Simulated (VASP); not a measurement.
# BaTiO3 (Amm2) in VASP: a series of runs

The runs below take BaTiO3 through single point, with PBE+U.

Everything below comes from runs of VASP 6.6.1. Logs are shortened: lines on timing, memory, paths and dates and some standing lists are left out, and cuts for length are marked.

### 1 The cell of the first run

Symmetry: Amm2, No. 38, orthorhombic system. Conventional cell: a = 4.008 Å, b = 5.747 Å, c = 5.772 Å, α = 90.00°, β = 90.00°, γ = 90.00°. Ba (site symmetry mm2) has 12 O at 2.68 to 3.09 Å and 6 Ti at 3.22 to 3.52 Å within 3.6 Å. Ti (site symmetry mm2) has 6 O at 1.89 to 2.19 Å within 2.5 Å. O (site symmetry mm2) has 2 Ti at 2.01 Å and 1 Ba at 2.68 Å within 2.7 Å. O (site symmetry m) has 2 Ti at 1.89 to 2.19 Å within 2.5 Å.

### 2 Single point, PBE+U (all Ba atoms moved -0.300 Å, as atom 1 along Cartesian [0 0 1])

Input file INCAR:

```
PREC = Accurate ; ENCUT = 520
EDIFF = 1E-7 ; ISMEAR = 0
SIGMA = 0.05 ; LREAL = F
LASPH = T ; NELM = 150
ALGO = Normal ; ISIF = 2
LWAVE = F ; LCHARG = F
LMAXMIX = 4 ; LDAU = T
LDAUTYPE = 2 ; LDAUL = -1 2 -1
LDAUU = 0 4 0 ; LDAUJ = 0 0 0
LDAUPRINT = 1 ; GGA = PE
NBANDS = 28
```

Input file KPOINTS:

```
regular mesh
0
Gamma
  6 6 6
```

Input file POSCAR:

```
BaTiO3
1.0
    4.0082194746      0.0000000000      0.0000000000
    0.0000000000      2.8732814721      2.8859183788
    0.0000000000     -2.8732814721      2.8859183788
Ba Ti O
1 1 3
Direct
    0.0000000000     -0.0438993375     -0.0438993375
    0.5000000000      0.5197092871      0.5197092871
    0.0000000000      0.4916268390      0.4916268390
    0.5000000000      0.4938075372      0.9829991522
    0.5000000000      0.9829991522      0.4938075372
```

Potentials or basis: VASP PAW PBE potentials, release 64 (Ba_sv, Ti_sv, O).

Started as:

```bash
$ cat potpaw_PBE.64/Ba_sv/POTCAR potpaw_PBE.64/Ti_sv/POTCAR potpaw_PBE.64/O/POTCAR > POTCAR
$ mpirun -np 1 vasp_std > vasp.out
```

OUTCAR:

```text
PREC = Accurate
   ENCUT = 520
   EDIFF = 1E-7
   ISMEAR = 0
   LREAL = F
   LASPH = T
   NELM = 150
   ISIF = 2
   GGA = PE

 ion  position               nearest neighbor table
   1  0.000  0.956  0.956-   3 2.68   4 2.75   5 2.75   4 2.75   5 2.75   3 2.88   3 2.88   4 2.97
                             5 2.97   5 2.97   4 2.97   3 3.09   2 3.22   2 3.22   2 3.52   2 3.52
   2  0.500  0.520  0.520-   4 1.89   5 1.89   3 2.01   3 2.01   5 2.19   4 2.19   1 3.22   1 3.22
                             1 3.52   1 3.52   1 3.52   1 3.52   1 3.82   1 3.82
   3  0.000  0.492  0.492-   2 2.01   2 2.01   1 2.68   1 2.88   1 2.88   1 3.09
   4  0.500  0.494  0.983-   2 1.89   2 2.19   1 2.75   1 2.75   1 2.97   1 2.97
   5  0.500  0.983  0.494-   2 1.89   2 2.19   1 2.75   1 2.75   1 2.97   1 2.97

  LATTYP: Found a base centered orthorhombic cell.
 ALAT       =     5.7465629442
 B/A-ratio  =     1.0043980748
 C/A-ratio  =     0.6974985767

  Lattice vectors:

 A1 = (   0.0000000000,   2.8732814721,  -2.8859183788)
 A2 = (   0.0000000000,   2.8732814721,   2.8859183788)
 A3 = (   4.0082194746,   0.0000000000,   0.0000000000)

Analysis of symmetry for initial positions (statically):
=====================================================================
 Subroutine PRICEL returns:
 Original cell was already a primitive cell.

 Routine SETGRP: Setting up the symmetry group for a
 base centered orthorhombic supercell.

 Subroutine GETGRP returns: Found  4 space group operations
 (whereof  4 operations were pure point group operations)
 out of a pool of  8 trial point group operations.

The static configuration has the point symmetry C_2v.

Analysis of symmetry for dynamics (positions and initial velocities):
=====================================================================
 Subroutine PRICEL returns:
 Original cell was already a primitive cell.

 Routine SETGRP: Setting up the symmetry group for a
 base centered orthorhombic supercell.

 Subroutine GETGRP returns: Found  4 space group operations
 (whereof  4 operations were pure point group operations)
 out of a pool of  8 trial point group operations.

[... 152 lines left out ...]

spin component  1

  0.1072  0.0000  0.0000  0.0000  0.0000
  0.0000  0.2432  0.0000  0.0000  0.0000
  0.0000  0.0000  0.1373  0.0000 -0.0478
  0.0000  0.0000  0.0000  0.1100  0.0000
  0.0000  0.0000 -0.0478  0.0000  0.2122

spin component  2

  0.1072  0.0000  0.0000  0.0000  0.0000
  0.0000  0.2432  0.0000  0.0000  0.0000
  0.0000  0.0000  0.1373  0.0000 -0.0478
  0.0000  0.0000  0.0000  0.1100  0.0000
  0.0000  0.0000 -0.0478  0.0000  0.2122

 occupancies and eigenvectors

  o =  0.1072  v =  1.0000  0.0000  0.0000  0.0000  0.0000  0.0000  0.0000  0.0000  0.0000  0.0000      0.0000  0.0000  0.0000  0.0000  0.0000  0.0000  0.0000  0.0000  0.0000  0.0000
  o =  0.1072  v =  0.0000  0.0000  0.0000  0.0000  0.0000  1.0000  0.0000  0.0000  0.0000  0.0000      0.0000  0.0000  0.0000  0.0000  0.0000  0.0000  0.0000  0.0000  0.0000  0.0000
  o =  0.1100  v =  0.0000  0.0000  0.0000  1.0000  0.0000  0.0000  0.0000  0.0000  0.0000  0.0000      0.0000  0.0000  0.0000  0.0000  0.0000  0.0000  0.0000  0.0000  0.0000  0.0000
  o =  0.1100  v =  0.0000  0.0000  0.0000  0.0000  0.0000  0.0000  0.0000  0.0000  1.0000  0.0000      0.0000  0.0000  0.0000  0.0000  0.0000  0.0000  0.0000  0.0000  0.0000  0.0000
  o =  0.1140  v =  0.0000  0.0000  0.0000  0.0000  0.0000  0.0000  0.0000 -0.8990  0.0000 -0.4380      0.0000  0.0000  0.0000  0.0000  0.0000  0.0000  0.0000  0.0000  0.0000  0.0000
  o =  0.1140  v =  0.0000  0.0000 -0.8990  0.0000 -0.4380  0.0000  0.0000  0.0000  0.0000  0.0000      0.0000  0.0000  0.0000  0.0000  0.0000  0.0000  0.0000  0.0000  0.0000  0.0000
  o =  0.2355  v =  0.0000  0.0000  0.0000  0.0000  0.0000  0.0000  0.0000 -0.4380  0.0000  0.8990      0.0000  0.0000  0.0000  0.0000  0.0000  0.0000  0.0000  0.0000  0.0000  0.0000
  o =  0.2355  v =  0.0000  0.0000 -0.4380  0.0000  0.8990  0.0000  0.0000  0.0000  0.0000  0.0000      0.0000  0.0000  0.0000  0.0000  0.0000  0.0000  0.0000  0.0000  0.0000  0.0000
  o =  0.2432  v =  0.0000  0.0000  0.0000  0.0000  0.0000  0.0000  1.0000  0.0000  0.0000  0.0000      0.0000  0.0000  0.0000  0.0000  0.0000  0.0000  0.0000  0.0000  0.0000  0.0000
  o =  0.2432  v =  0.0000  1.0000  0.0000  0.0000  0.0000  0.0000  0.0000  0.0000  0.0000  0.0000      0.0000  0.0000  0.0000  0.0000  0.0000  0.0000  0.0000  0.0000  0.0000  0.0000

 number of electron      39.9999992 magnetization

 Free energy of the ion-electron system (eV)
  ---------------------------------------------------
  ext. energy  EPLUGINS =         0.00000000
  ---------------------------------------------------
  free energy    TOTEN  =       -37.05357576 eV

  energy without entropy =      -37.05357576  energy(sigma->0) =      -37.05357576

 E-fermi :   3.8897     XC(G=0): -11.0462

 val. band max:        3.6457141333   @ k =   0.5000   0.5000   0.5000
 cond. band min:       6.1322014304   @ k =   0.0000   0.0000   0.0000
 fundamental gap:      2.4864872971
 Fermi energy:         3.8897124280

 k-point     1 :       0.0000    0.0000    0.0000
  band No.  band energies     occupation
      1     -53.9707      2.00000
      2     -30.1717      2.00000
      3     -30.1502      2.00000
      4     -30.1299      2.00000
      5     -21.2497      2.00000
      6     -13.2032      2.00000
[... 733 lines left out ...]
     27      11.6495      0.00000
     28      12.1003      0.00000

 [... further k-points ...]
[... 5 lines left out ...]
  --------------------------------------------------------------------------------------
  -------------------------------------------------------------------------------------
  Total        2.3736894      1.3382100      2.7605266      0.0000000      0.0000000      0.0000000
  in kB       57.2124780     32.2545612     66.5363252      0.0000000      0.0000000      0.0000000
  external PRESSURE =      52.0011215 kB  Pullay stress =       0.0000000 kB

 VOLUME and BASIS-vectors are now :
 -----------------------------------------------------------------------------
  energy-cutoff  :      520.00
  volume of cell :       66.47
      direct lattice vectors                 reciprocal lattice vectors
     4.008219475  0.000000000  0.000000000     0.249487336  0.000000000  0.000000000
     0.000000000  2.873281472  2.885918379     0.000000000  0.174017062  0.173255073
     0.000000000 -2.873281472  2.885918379     0.000000000 -0.174017062  0.173255073

 POSITION                                       TOTAL-FORCE (eV/Angst)
 -----------------------------------------------------------------------------------
      0.00000      0.00000      5.51846         0.000000      0.000000      1.824711
      2.00411      0.00000      2.99968         0.000000      0.000000     -1.696837
      0.00000      0.00000      2.83759         0.000000      0.000000     -0.183920
      2.00411     -1.40559      4.26194         0.000000     -0.250403      0.028023
      2.00411      1.40559      4.26194         0.000000      0.250403      0.028023
 -----------------------------------------------------------------------------------
    total drift:                                0.000000      0.000001     -0.000502

  FREE ENERGIE OF THE ION-ELECTRON SYSTEM (eV)
  ---------------------------------------------------
  free  energy   TOTEN  =       -37.0535757573 eV

  energy  without entropy=      -37.0535757573  energy(sigma->0) =      -37.05357576
```

stdout:

```text
POSCAR found type information on POSCAR BaTiO
 POSCAR found :  3 types and       5 ions
 scaLAPACK will be used
 LDA part: xc-table for (Slater+PW92), standard interpolation
 POSCAR, INCAR and KPOINTS ok, starting setup
 FFT: planning ... GRIDC
 FFT: planning ... GRID_SOFT
 FFT: planning ... GRID
 WAVECAR not read
 entering main loop
```

Run time: 59 s. Hardware: 1 thread of AMD EPYC 9R45 (Zen 5), shared host; peak memory 0.21 GiB.

What came out:

```
Free energy            : -37.0536 eV
Pressure               : 5.2 GPa
Largest force          : 1.825 eV/Å
Band gap on the k mesh : 2.49 eV (least direct gap 2.91 eV)
```

Forces in eV/Å, atoms in the order of the input:
```
Ba   0.000  0.000  1.825
Ti   0.000  0.000 -1.697
O    0.000  0.000 -0.184
O    0.000 -0.250  0.028
O    0.000  0.250  0.028
```

Levels at points of the mesh, in eV from the valence-band top:
```csv
k point,band 17,band 18,band 19,band 20,band 21,band 22,band 23,band 24
"(0.00, 0.00, 0.00)",-1.07,-0.46,-0.42,-0.42,2.49,2.51,2.65,4.11
"(0.50, 0.00, 0.00)",-1.62,-1.22,-1.08,-1.00,2.85,3.93,4.08,4.09
"(0.00, 0.50, 0.00)",-1.69,-1.34,-0.95,-0.81,2.67,3.94,3.97,4.10
"(0.50, 0.50, 0.00)",-1.87,-0.99,-0.99,-0.09,4.01,4.02,4.38,4.64
"(0.00, 0.50, 0.50)",-1.85,-0.91,-0.86,-0.17,3.95,3.99,4.35,4.82
"(0.50, 0.50, 0.50)",-2.23,-0.13,-0.05,0.00,4.42,4.49,4.65,6.36
```

Eigenvalues of the final occupation matrices:
```
    site  spin  trace               eigenvalues
site 2 d     1   0.81  0.11 0.11 0.11 0.24 0.24
site 2 d     2   0.81  0.11 0.11 0.11 0.24 0.24
```

Caveat: the cell differs from its parent crystal (all Ba atoms moved -0.300 Å, as atom 1 along Cartesian [0 0 1]); the cell stands under pressure; spin-orbit coupling is left out, which moves the levels of the heavy elements; forces of over 1 eV/Å act on the atoms, so gaps and moduli don't describe the material at rest.

### 3 Single point, PBE+U (all Ba atoms moved +0.225 Å, as atom 1 along Cartesian [0 0 1])

Input file INCAR:

```
SYSTEM = BaTiO3
ALGO     = Normal         ! electronic algorithm
EDIFF    = 1E-6           ! SCF threshold, eV
ENCUT    = 520            ! plane-wave cutoff, eV
GGA      = PE             ! functional
ISIF     = 2              ! what is computed and relaxed
ISMEAR   = 0              ! smearing method
LASPH    = .True.         ! aspherical terms in the spheres
LCHARG   = .False.        ! write CHGCAR
LDAU     = .True.         ! DFT+U
LDAUJ    = 0 0 0        
LDAUL    = -1 2 -1        ! shell
LDAUPRINT= 1            
LDAUTYPE = 2            
LDAUU    = 0 4 0          ! U, eV
LMAXMIX  = 4              ! l up to which the mixer works
LREAL    = .False.        ! projectors in reciprocal space
LWAVE    = .False.        ! write WAVECAR
NBANDS   = 28             ! bands
NELM     = 150            ! most SCF steps
PREC     = Accurate       ! precision mode
SIGMA    = 0.05           ! smearing width, eV
```

Input file KPOINTS:

```
k-points
0
Gamma
  6 6 6
  0 0 0
```

POSCAR: that of step 2 with these lines changed.

```diff
@@ -8,3 +8,3 @@
 Direct
-    0.0000000000     -0.0438993375     -0.0438993375
+    0.0000000000      0.0470595760      0.0470595760
     0.5000000000      0.5197092871      0.5197092871
```

Potentials or basis: VASP PAW PBE potentials, release 64 (Ba_sv, Ti_sv, O).

Started as:

```bash
$ cat potpaw_PBE.64/Ba_sv/POTCAR potpaw_PBE.64/Ti_sv/POTCAR potpaw_PBE.64/O/POTCAR > POTCAR
$ mpirun -np 1 vasp_std > vasp.out
```

Wall time 54 s (1 thread of AMD EPYC 9R45 (Zen 5), shared host); peak memory 0.21 GiB.

Results (log left out):

```
Free energy            : -37.1338 eV
Pressure               : 5.5 GPa
Largest force          : 1.605 eV/Å
Band gap on the k mesh : 2.56 eV (least direct gap 3.02 eV)
```

Forces in eV/Å, atoms in the order of the input:
```
Ba   0.000  0.000 -1.605
Ti   0.000  0.000  0.226
O    0.000  0.000  0.359
O    0.000 -0.308  0.510
O    0.000  0.308  0.510
```

Stress tensor (GPa, compression positive):
```
5.19 0.00 0.00
0.00 4.08 0.00
0.00 0.00 7.15
```

Levels at points of the mesh, in eV from the valence-band top:
| k point | band 18 | band 19 | band 20 | band 21 | band 22 | band 23 |
| --- | --- | --- | --- | --- | --- | --- |
| (0.00, 0.00, 0.00) | -0.46 | -0.46 | -0.46 | 2.56 | 2.67 | 2.76 |
| (0.50, 0.00, 0.00) | -1.36 | -1.04 | -1.02 | 2.80 | 3.87 | 4.07 |
| (0.00, 0.50, 0.00) | -1.52 | -0.89 | -0.80 | 2.69 | 3.97 | 3.97 |
| (0.50, 0.50, 0.00) | -0.81 | -0.80 | -0.08 | 4.00 | 4.01 | 4.41 |
| (0.00, 0.50, 0.50) | -0.93 | -0.89 | -0.09 | 3.98 | 4.02 | 4.32 |
| (0.50, 0.50, 0.50) | -0.14 | -0.12 | 0.00 | 4.53 | 4.54 | 4.64 |

Eigenvalues of the final occupation matrices:
| site | spin | trace | eigenvalues |
| --- | --- | --- | --- |
| site 2 d | 1 | 0.81 | 0.11 0.11 0.11 0.23 0.24 |
| site 2 d | 2 | 0.81 | 0.11 0.11 0.11 0.23 0.24 |

Caveat: the cell differs from its parent crystal (all Ba atoms moved +0.225 Å, as atom 1 along Cartesian [0 0 1]); the cell stands under pressure; spin-orbit coupling is left out, which moves the levels of the heavy elements; forces of over 1 eV/Å act on the atoms, so gaps and moduli don't describe the material at rest. A k mesh can miss the band edges.
